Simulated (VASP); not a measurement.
## Se: single point with BLYP+D3(BJ)

The system is Se.

```xyz
3
Lattice="4.0767 0.0000 0.0000 -2.0383 3.5305 0.0000 0.0000 0.0000 5.1675" Properties=species:S:1:pos:R:3 pbc="T T T"
Se    1.5301    2.6503    0.0000
Se   -0.5082    0.8802    3.4450
Se    1.0164    0.0000    1.7225
```

```yaml
Program: VASP 6.6.1
Task: single point
Functional: BLYP
Dispersion: D3(BJ)
Potentials_or_basis: VASP PAW PBE potentials, release 64 (Se)
Cutoff: 520 eV
k_mesh: 7 × 7 × 6
Occupations: fermi-dirac, width 0.05 eV
Spin: no spin polarisation
```

| Quantity | Value |
| --- | --- |
| Pressure | 0.3 GPa |
| Largest force | 0.039 eV/Å |
| Band gap on the k mesh | 0.91 eV (least direct gap 1.13 eV) |
| Dispersion energy per atom | -0.781 eV |

Forces in eV/Å, atoms in the order of the input:
```
Se  -0.020 -0.034  0.000
Se  -0.020  0.034  0.000
Se   0.039  0.000  0.000
```

Stress tensor (GPa, compression positive):
```
0.21 0.00 0.00
0.00 0.21 0.00
0.00 0.00 0.35
```

Levels at points of the mesh, in eV from the valence-band top:
```tsv
k point	band 7	band 8	band 9	band 10	band 11	band 12
(0.00, 0.00, 0.00)	-1.75	-1.75	-0.51	1.43	1.43	2.05
(0.00, 0.00, 0.50)	-1.31	-1.24	-1.24	0.95	0.99	0.99
```

Wall time 26 s on 1 thread of Intel(R) Xeon(R) 6975P-C (Granite Rapids), with other jobs on the host, peak memory 0.2 GiB.

Caveat: the PAW data sets were made with another functional, which shifts forces and pressure a little; an odd mesh through Γ misses points on the zone boundary, where band edges can lie. Expect the measured gap to be larger: semilocal functionals such as BLYP lack the derivative discontinuity.
